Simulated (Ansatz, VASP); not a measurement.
**CoO in VASP and in Ansatz**

INCAR

```
PREC = Accurate ; ENCUT = 600
EDIFF = 1E-6 ; ISMEAR = 1
SIGMA = 0.15 ; LREAL = F
LASPH = T ; NELM = 200
ALGO = Normal ; ISIF = 2
LWAVE = F ; LCHARG = T
ISPIN = 2 ; MAGMOM = 2.5 0
LORBIT = 11 ; LMAXMIX = 4
LDAU = T ; LDAUTYPE = 2
LDAUL = 2 -1 ; LDAUU = 2 0
LDAUJ = 0 0 ; LDAUPRINT = 1
GGA = CA ; LELF = T
LVHAR = T ; NBANDS = 18
GGA_COMPAT = F
```

File KPOINTS:

```
Automatic mesh
0
Gamma
  13 13 13
```

Contents of POSCAR:

```
CoO
1.0
   -1.5080000000      1.5080000000      2.1072475000
    1.5080000000     -1.5080000000      2.1072475000
    1.5080000000      1.5080000000     -2.1072475000
Co O
1 1
Direct
    0.0000000000      0.0000000000      0.0000000000
    0.5000000000      0.5000000000      0.0000000000
```

Input for Ansatz:

```yaml
crystal:
  lattice:
    a: 3.016
    b: 3.016
    c: 4.214495
    alpha: 90.0
    beta: 90.0
    gamma: 90.0
  space_group: 139
  setting:
    hermann_mauguin: I4/mmm
  atoms:
    - { symbol: Co, position: [0.0, 0.0, 0.0] }
    - { symbol: O, position: [0.0, 0.0, 0.5] }
  reduce_to_primitive: true
basis:
  ecutwfc: 421.77648681281397
kpoints:
  mp_grid:
    grid: [13, 13, 13]
    shift: [0.0, 0.0, 0.0]
hamiltonian:
  xc: lda
  hubbard:
    sites:
      - { species: Co, l: d, u_eff: 2.0 }
    projectors: atomic
magnetization:
  spin_polarized: true
  per_species:
    Co: 2.5
scf:
  max_iter: 100
  convergence:
    dr2_threshold: 1.0e-05
  occupations:
    method: cold
    width: 0.15
  eigensolver:
    kind: auto
    full_accuracy: true
output:
  eigenvalues: true
```

Alike in both runs: task single point; functional LDA; k mesh 13 × 13 × 13; collinear spin; Hubbard terms Co d U = 2.0 eV.

|  | VASP | Ansatz |
| --- | --- | --- |
| version | VASP 6.6.1 | Ansatz 0.2.0 |
| potentials or method | VASP PAW LDA potentials, release 64 (Co, O), cutoff 600 eV | plane waves, PAW |
| occupations | methfessel-paxton of order 1, width 0.15 eV | cold, width 0.15 eV |
| valence electrons in the cell | 15 | 23 |

|  | VASP | Ansatz | Ansatz less VASP |
| --- | --- | --- | --- |
| gap on the k mesh at the Fermi level (eV) | none | none | - |
| net moment per atom (μB) | 1.50 | 1.49 | -0.011 |
| size of the moment on the site where the two differ most (μB) | 2.65 | 2.52 | -0.140 |

LDA's correlation is that of Perdew and Zunger in VASP and of Perdew and Wang (1992) in Ansatz. Site moments also hang on the region over which each program counts them. The programs project onto different local orbitals, so the same U acts differently, and such runs can settle in different states. A gap of «none» marks a metal or a gap that the smearing closes. VASP's potentials hold 15 valence electrons a cell and Ansatz's 23, so a difference there can come from the potentials and not from the codes. Ansatz's warnings: filled band counts differ across k points, look outside group, minimisation memory short, stability check not made.
